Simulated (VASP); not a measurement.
Input of a VASP 6.6.1 run:

POSCAR

```
Ti3Al5
1.0
    3.9957440286      0.0000000000      0.0000000000
    0.0000000000      3.9957440286      0.0000000000
    0.0000000000      0.0000000000      8.7411785407
Ti Al
3 5
Direct
    0.0000000000      0.0000000000      0.5000000000
    0.5000000000      0.5000000000      0.0000000000
    0.5000000000      0.5000000000      0.5000000000
    0.0000000000      0.5000000000      0.2513308222
    0.0000000000      0.5000000000      0.7486691778
    0.5000000000      0.0000000000      0.2513308222
    0.5000000000      0.0000000000      0.7486691778
    0.0000000000      0.0000000000      0.0000000000
```

INCAR.step1

```
SYSTEM = Ti3Al5
  PREC = Accurate
  ENCUT = 520
  ISMEAR = 0
  SIGMA = 0.15
  LREAL = .FALSE.
  LASPH = .TRUE.
  NELM = 100
  NBANDS = 36
  GGA = PE
  ALGO = Normal
  EDIFF = 1E-4
  LWAVE = .TRUE.
  LCHARG = .FALSE.
```

File INCAR.step2:

```
SYSTEM = Ti3Al5
  PREC = Accurate
  ENCUT = 520
  EDIFF = 1E-7
  ISMEAR = 0
  SIGMA = 0.15
  LREAL = .FALSE.
  LASPH = .TRUE.
  NELM = 100
  ALGO = Normal
  ISIF = 2
  LWAVE = .FALSE.
  LCHARG = .TRUE.
  METAGGA = R2SCAN
  LMIXTAU = .TRUE.
  LELF = .TRUE.
  LVHAR = .TRUE.
  NBANDS = 36
  ISTART = 1
```

File KPOINTS:

```
regular mesh
0
G
  10 10 6
  0 0 0
```

Potentials or basis: VASP PAW PBE potentials, release 64 (Ti_sv, Al).

Launch:

```bash
$ cat potpaw_PBE.64/Ti_sv/POTCAR potpaw_PBE.64/Al/POTCAR > POTCAR
$ cp INCAR.step1 INCAR
$ mpirun -np 1 vasp_std > vasp.out
$ cp INCAR.step2 INCAR
$ mpirun -np 1 vasp_std > vasp.out
```

Question: Predict the largest force.

Answer: 0.087 eV/Å.

Question: Estimate the pressure.

Answer: -9.5 GPa.

Forces on the atoms (eV/Å):
```
Ti   0.000  0.000  0.000
Ti   0.000  0.000  0.000
Ti   0.000  0.000  0.000
Al   0.000  0.000  0.087
Al   0.000  0.000 -0.087
Al   0.000  0.000  0.087
Al   0.000  0.000 -0.087
Al   0.000  0.000  0.000
```

Caveat: the cell differs from its parent crystal (strain +0.025 along x and y, +0.050 along z); the cell stands under tension; the PAW data sets were made with another functional, which shifts forces and pressure a little.
